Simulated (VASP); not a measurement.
# C (Fd-3m) in VASP: further runs

C is run at these levels: PBE; tasks: single point, relaxation of cell and atoms.

Program: VASP 6.6.1. These are calculated values, not measurements. Logs are shortened: lines on timing, memory, paths and dates and some standing lists are left out, and cuts for length are marked.

## (1) The cell of the first run

Symmetry: Fd-3m, No. 227, cubic system. Conventional cell: a = 3.572 Å, b = 3.572 Å, c = 3.572 Å, α = 90.00°, β = 90.00°, γ = 90.00°. Within 2.1 Å of C (site symmetry -43m) lie 4 C at 1.55 Å.

## (2) Single point, PBE

Input file INCAR:

```
SYSTEM = C
PREC = Accurate
ENCUT = 520
EDIFF = 1E-6
ISMEAR = 0
SIGMA = 0.02
LREAL = .False.
LASPH = .True.
NELM = 80
ALGO = Normal
ISIF = 2
LWAVE = .False.
LCHARG = .False.
GGA = PE
NBANDS = 11
```

Input file KPOINTS:

```
regular mesh
0
Gamma
  12 12 12
  0 0 0
```

Input file POSCAR:

```
C
1.0
    0.0000000000      1.7857742927      1.7857742927
    1.7857742927      0.0000000000      1.7857742927
    1.7857742927      1.7857742927      0.0000000000
C
2
Direct
    0.5000000000      0.5000000000      0.5000000000
    0.7500000000      0.7500000000      0.7500000000
```

Potentials or basis: VASP PAW PBE potentials, release 64 (C).

Run with:

```
$ cat potpaw_PBE.64/C/POTCAR > POTCAR
$ mpirun -np 1 vasp_std > vasp.out
```

OUTCAR:

```text
SYSTEM = C
   PREC = Accurate
   ENCUT = 520
   EDIFF = 1E-6
   ISMEAR = 0
   LREAL = .False.
   LASPH = .True.
   NELM = 80
   ISIF = 2
   GGA = PE

 ion  position               nearest neighbor table
   1  0.500  0.500  0.500-   2 1.55   2 1.55   2 1.55   2 1.55
   2  0.750  0.750  0.750-   1 1.55   1 1.55   1 1.55   1 1.55

  LATTYP: Found a face centered cubic cell.
 ALAT       =     3.5715485854

  Lattice vectors:

 A1 = (   0.0000000000,   1.7857742927,   1.7857742927)
 A2 = (   1.7857742927,   0.0000000000,   1.7857742927)
 A3 = (   1.7857742927,   1.7857742927,   0.0000000000)

Analysis of symmetry for initial positions (statically):
=====================================================================
 Subroutine PRICEL returns:
 Original cell was already a primitive cell.

 Routine SETGRP: Setting up the symmetry group for a
 face centered cubic supercell.

 Subroutine GETGRP returns: Found 48 space group operations
 (whereof 24 operations were pure point group operations)
 out of a pool of 48 trial point group operations.

The static configuration has the point symmetry T_d .
 The point group associated with its full space group is O_h .

Analysis of symmetry for dynamics (positions and initial velocities):
=====================================================================
 Subroutine PRICEL returns:
 Original cell was already a primitive cell.

 Routine SETGRP: Setting up the symmetry group for a
 face centered cubic supercell.

 Subroutine GETGRP returns: Found 48 space group operations
 (whereof 24 operations were pure point group operations)
 out of a pool of 48 trial point group operations.

The dynamic configuration has the point symmetry T_d .
 The point group associated with its full space group is O_h .

 Subroutine INISYM returns: Found 48 space group operations
 (whereof 24 operations are pure point group operations),
 and found     1 'primitive' translations

----------------------------------------------------------------------------------------

                                     Primitive cell

  volume of cell :      11.3896

  direct lattice vectors                    reciprocal lattice vectors
     0.000000000  1.785774293  1.785774293    -0.279990591  0.279990591  0.279990591
     1.785774293  0.000000000  1.785774293     0.279990591 -0.279990591  0.279990591
     1.785774293  1.785774293  0.000000000     0.279990591  0.279990591 -0.279990591

  length of vectors
     2.525466224  2.525466224  2.525466224     0.484957930  0.484957930  0.484957930

  position of ions in fractional coordinates (direct lattice)
     0.500000000  0.500000000  0.500000000
     0.750000000  0.750000000  0.750000000

  ion indices of the primitive-cell ions
   primitive index   ion index
                 1           1
                 2           2

----------------------------------------------------------------------------------------

 KPOINTS: regular mesh

Automatic generation of k-mesh.
 Grid dimensions read from file:
 generate k-points for:   12   12   12

 Generating k-lattice:

  Cartesian coordinates                     Fractional coordinates (reciprocal lattice)
    -0.023332549  0.023332549  0.023332549     0.083333333  0.000000000  0.000000000
     0.023332549 -0.023332549  0.023332549     0.000000000  0.083333333  0.000000000
     0.023332549  0.023332549 -0.023332549     0.000000000  0.000000000  0.083333333

  Length of vectors
     0.040413161  0.040413161  0.040413161

  Shift w.r.t. Gamma in fractional coordinates (k-lattice)
     0.000000000  0.000000000  0.000000000

 Subroutine IBZKPT returns following result:
 ===========================================

 Found     72 irreducible k-points:

 Following reciprocal coordinates:
            Coordinates               Weight
  0.000000  0.000000  0.000000      1.000000
  0.083333  0.000000  0.000000      8.000000
  0.166667  0.000000  0.000000      8.000000
  0.250000  0.000000  0.000000      8.000000
  0.333333  0.000000  0.000000      8.000000
  0.416667  0.000000  0.000000      8.000000
[... 16 lines left out ...]
  0.500000  0.166667  0.000000     24.000000
 -0.416667  0.166667  0.000000     24.000000
 [... further k-points ...]
   k-points           NKPTS =     72   k-points in BZ     NKDIM =     72   number of bands    NBANDS=     11
   number of dos      NEDOS =    301   number of ions     NIONS =      2
   total plane-waves  NPLWV =   8000
   dimension x,y,z NGX =    20 NGY =   20 NGZ =   20
   dimension x,y,z NGXF=    40 NGYF=   40 NGZF=   40
   ions per type =               2
   NGX,Y,Z   is equivalent  to a cutoff of  13.17, 13.17, 13.17 a.u.
   NGXF,Y,Z  is equivalent  to a cutoff of  26.33, 26.33, 26.33 a.u.
 SYSTEM =  C
   PREC   = accura    normal or accurate (medium, high low for compatibility)
   ISTART =      0    job   : 0-new  1-cont  2-samecut
   ICHARG =      2    charge: 1-file 2-atom 10-const
   ISPIN  =      1    spin polarized calculation?
   LNONCOLLINEAR =      F non collinear calculations
   LSORBIT =      F    spin-orbit coupling
   LASPH  =      T    aspherical Exc in radial PAW
   ENCUT  =  520.0 eV  38.22 Ry    6.18 a.u.   4.70  4.70  4.70*2*pi/ulx,y,z
   NELM   =     80;   NELMIN=  2; NELMDL= -5     # of ELM steps
   EDIFF  = 0.1E-05   stopping-criterion for ELM
   LREAL  =      F    real-space projection
   EDIFFG = 0.1E-04   stopping-criterion for IOM
   NSW    =      0    number of steps for IOM
   IBRION =     -1    ionic relax: 0-MD 1-quasi-New 2-CG
   NFREE  =      0    steps in history (QN), initial steepest desc. (CG)
   ISIF   =      2    stress and relaxation
   ISYM   =      2    0-nonsym 1-usesym 2-fastsym
   POTIM  = 0.5000    time-step for ionic-motion
   TEBEG  =    0.0;   TEEND  =   0.0 temperature during run
   PSTRESS=    0.0 pullay stress
   NELECT =       8.0000    total number of electrons
   NUPDOWN=      -1.0000    fix difference up-down
   EMIN   =  10.00;   EMAX   =-10.00  energy-range for DOS
   EFERMI =   0.00;   METHOD = LEGACY
   ISMEAR =     0;   SIGMA  =   0.02  broadening in eV -4-tet -1-fermi 0-gaus
   EFERMI_NEDOS =   21; number of points for ismear=-14 and -15
   IALGO  =     38    algorithm
   IMIX   =      4    mixing-type and parameters
     AMIX     =   0.40;   BMIX     =  1.00
     AMIX_MAG =   1.60;   BMIX_MAG =  1.00
  volume/ion in A,a.u.               =       5.69        38.43
  Fermi-wavevector in a.u.,A,eV,Ry     =   1.455241  2.750007 28.813417  2.117726
  Thomas-Fermi vector in A             =   2.572298
   LORBIT       =      0    0 simple, 1 ext, 2 COOP (PROOUT), +10 PAW based schemes
   GGA     = PE    functional components
   LHFCALC =     F    Hartree Fock is set to
   AEXX    =    0.0000 exact exchange contribution
   IVDW    =     0    specifies the selected vdW correction
   LEPSILON=     F    determine dielectric tensor
   LRPA    =     F    only Hartree local field effects (RPA)
 non-spin polarized calculation
 Gauss-broadening in eV      SIGMA  =   0.02
  energy-cutoff  :      520.00
  volume of cell :       11.39
 maximum number of plane-waves:       331
   NGX =  9   NGY =  9   NGZ =  9

 number of electron       7.9999999 magnetization

 Free energy of the ion-electron system (eV)
  ---------------------------------------------------
  ext. energy  EPLUGINS =         0.00000000
  ---------------------------------------------------
  free energy    TOTEN  =       -18.18576467 eV

  energy without entropy =      -18.18576467  energy(sigma->0) =      -18.18576467

 E-fermi :   9.7752     XC(G=0): -13.2306

 val. band max:        9.6715247976   @ k =   0.0000   0.0000   0.0000
 cond. band min:      13.8154951215   @ k =   0.3333   0.3333   0.0000
 fundamental gap:      4.1439703239
 Fermi energy:         9.7751915643

 k-point     1 :       0.0000    0.0000    0.0000
  band No.  band energies     occupation
      1     -11.7514      2.00000
      2       9.6715      2.00000
      3       9.6715      2.00000
      4       9.6715      2.00000
      5      15.2504      0.00000
      6      15.2504      0.00000
      7      15.2504      0.00000
      8      22.9110      0.00000
      9      28.9138      0.00000
     10      36.1618      0.00000
     11      36.1618      0.00000

 k-point     2 :       0.0833    0.0000    0.0000
  band No.  band energies     occupation
      1     -11.5596      2.00000
      2       8.4495      2.00000
      3       9.3505      2.00000
      4       9.3505      2.00000
      5      15.6714      0.00000
      6      15.6714      0.00000
      7      15.9605      0.00000
      8      23.0793      0.00000
      9      29.2339      0.00000
     10      34.0439      0.00000
     11      34.0439      0.00000

 k-point     3 :       0.1667    0.0000    0.0000
  band No.  band energies     occupation
      1     -10.9865      2.00000
      2       5.9267      2.00000
      3       8.6528      2.00000
      4       8.6528      2.00000
      5      16.5870      0.00000
      6      16.5870      0.00000
      7      17.0394      0.00000
      8      23.5632      0.00000
      9      29.9031      0.00000
     10      32.4525      0.00000
     11      32.4525      0.00000

 k-point     4 :       0.2500    0.0000    0.0000
  band No.  band energies     occupation
      1     -10.0406      2.00000
      2       3.0997      2.00000
      3       7.9329      2.00000
      4       7.9329      2.00000
      5      17.4418      0.00000
      6      17.4418      0.00000
      7      17.7796      0.00000
      8      24.2427      0.00000
      9      30.3312      0.00000
     10      32.0356      0.00000
     11      32.0356      0.00000
[... 239 lines left out ...]
 k-point    22 :       0.4167    0.1667    0.0000
  band No.  band energies     occupation
      1      -7.5914      2.00000
      2      -0.0740      2.00000
      3       5.4138      2.00000
      4       5.6348      2.00000
      5      16.3328      0.00000
      6      20.6327      0.00000
      7      20.7351      0.00000
      8      22.3256      0.00000
      9      30.6966      0.00000
     10      32.0566      0.00000
     11      37.0213      0.00000

 k-point    23 :       0.5000    0.1667    0.0000
  band No.  band energies     occupation
      1      -6.0170      2.00000
      2      -2.3039      2.00000
      3       4.6990      2.00000
      4       5.7214      2.00000
      5      16.7544      0.00000
      6      20.3645      0.00000
      7      20.8472      0.00000
      8      23.9190      0.00000
      9      29.7654      0.00000
     10      33.4168      0.00000
     11      36.2083      0.00000

 k-point    24 :      -0.4167    0.1667    0.0000
  band No.  band energies     occupation
      1      -5.5906      2.00000
      2      -2.8162      2.00000
      3       4.2147      2.00000
      4       6.0980      2.00000
      5      17.1903      0.00000
      6      19.8767      0.00000
      7      20.8250      0.00000
      8      25.0651      0.00000
      9      29.0745      0.00000
     10      33.8146      0.00000
     11      34.1705      0.00000

 [... further k-points ...]
[... 5 lines left out ...]
  --------------------------------------------------------------------------------------
  -------------------------------------------------------------------------------------
  Total        0.0481179      0.0481179      0.0481179     -0.0000000      0.0000000      0.0000000
  in kB        6.7687324      6.7687324      6.7687324     -0.0000000      0.0000000      0.0000000
  external PRESSURE =       6.7687324 kB  Pullay stress =       0.0000000 kB

 VOLUME and BASIS-vectors are now :
 -----------------------------------------------------------------------------
  energy-cutoff  :      520.00
  volume of cell :       11.39
      direct lattice vectors                 reciprocal lattice vectors
     0.000000000  1.785774293  1.785774293    -0.279990591  0.279990591  0.279990591
     1.785774293  0.000000000  1.785774293     0.279990591 -0.279990591  0.279990591
     1.785774293  1.785774293  0.000000000     0.279990591  0.279990591 -0.279990591

 POSITION                                       TOTAL-FORCE (eV/Angst)
 -----------------------------------------------------------------------------------
      1.78577      1.78577      1.78577         0.000000      0.000000      0.000000
      2.67866      2.67866      2.67866        -0.000000     -0.000000     -0.000000
 -----------------------------------------------------------------------------------
    total drift:                                0.000000     -0.000000      0.000000

  FREE ENERGIE OF THE ION-ELECTRON SYSTEM (eV)
  ---------------------------------------------------
  free  energy   TOTEN  =       -18.1857646746 eV

  energy  without entropy=      -18.1857646746  energy(sigma->0) =      -18.18576467
```

Run time: 3.5 s. Hardware: 1 thread of Intel Xeon 6975P-C (Granite Rapids), shared host; peak memory 0.12 GiB.

Results:

```yaml
Free_energy: -18.1858 eV
Pressure: 0.7 GPa
Band_gap_on_the_k_mesh: 4.14 eV, indirect (least direct gap 5.58 eV)
```

Levels at points of the mesh, in eV from the valence-band top:
```tsv
k point	band 1	band 2	band 3	band 4	band 5	band 6	band 7	band 8
(0.00, 0.00, 0.00)	-21.42	0.00	0.00	0.00	5.58	5.58	5.58	13.24
(0.50, 0.00, 0.00)	-15.67	-13.33	-2.79	-2.79	8.44	8.44	8.79	15.66
(0.50, 0.50, 0.00)	-12.73	-12.73	-6.27	-6.27	4.75	4.75	16.75	16.75
```

A k mesh can miss the band edges.

## (3) Relaxation of cell and atoms, PBE

This run uses another cell than the first one, of 5.67 Å³/atom, 0.996 times its volume.

Input file INCAR:

```
SYSTEM = C
ALGO = Normal
EDIFF = 1E-6
EDIFFG = -0.005
ENCUT = 600
GGA = PE
IBRION = 2
ISIF = 3
ISMEAR = 0
LASPH = .TRUE.
LCHARG = .FALSE.
LREAL = .FALSE.
LWAVE = .FALSE.
NELM = 60
NSW = 100
PREC = Accurate
SIGMA = 0.02
```

Input file KPOINTS:

```
k-points
0
G
  12 12 12
  0 0 0
```

Input file POSCAR:

```
C
1.0
    0.0000000000      1.7834000000      1.7834000000
    1.7834000000      0.0000000000      1.7834000000
    1.7834000000      1.7834000000      0.0000000000
C
2
Direct
    0.5000000000      0.5000000000      0.5000000000
    0.7500000000      0.7500000000      0.7500000000
```

Potentials or basis: VASP PAW PBE potentials, release 64 (C).

Run with:

```
$ cat potpaw_PBE.64/C/POTCAR > POTCAR
$ mpirun -np 1 vasp_std > vasp.out
```

Run time: 4.9 s. Hardware: 1 thread of Intel Xeon 6975P-C (Granite Rapids), shared host; peak memory 0.11 GiB.

It converged, with:

| Quantity | Value |
| --- | --- |
| Free energy | -18.1903 eV |
| Relaxed volume | 5.70 Å³/atom |
| Relaxed cell | a = 2.526 Å, b = 2.526 Å, c = 2.526 Å, α = 60.00°, β = 60.00°, γ = 60.00° |
| Space group after relaxing (to 0.05 Å) | Fd-3m (No. 227) |
| Energy gained by relaxing | 0.1 meV/atom |
| Ionic steps | 3 |
| Pressure after relaxing | 0.0 GPa |
| Band gap on the k mesh | 4.14 eV, indirect (least direct gap 5.58 eV) |

Step by step:
```
step  energy change (eV)  largest force (eV/Å)  pressure (GPa)  volume (Å³)
   1              0.0000                0.0000            1.76        11.34
   2              0.0001                0.0000           -2.13        11.45
   3             -0.0002                0.0000            0.00        11.39
```

Final structure:
```yaml
crystal:
  lattice:
    - [0.00000, 1.78580, 1.78580]
    - [1.78580, 0.00000, 1.78580]
    - [1.78580, 1.78580, 0.00000]
  atoms:
    - { symbol: C, position: [0.50000, 0.50000, 0.50000] }
    - { symbol: C, position: [0.75000, 0.75000, 0.75000] }
```

Levels at points of the mesh, in eV from the valence-band top:
| k point | band 2 | band 3 | band 4 | band 5 | band 6 | band 7 |
| --- | --- | --- | --- | --- | --- | --- |
| (0.00, 0.00, 0.00) | 0.00 | 0.00 | 0.00 | 5.58 | 5.58 | 5.58 |
| (0.50, 0.00, 0.00) | -13.33 | -2.79 | -2.79 | 8.44 | 8.44 | 8.79 |
| (0.50, 0.50, 0.00) | -12.74 | -6.27 | -6.27 | 4.75 | 4.75 | 16.74 |
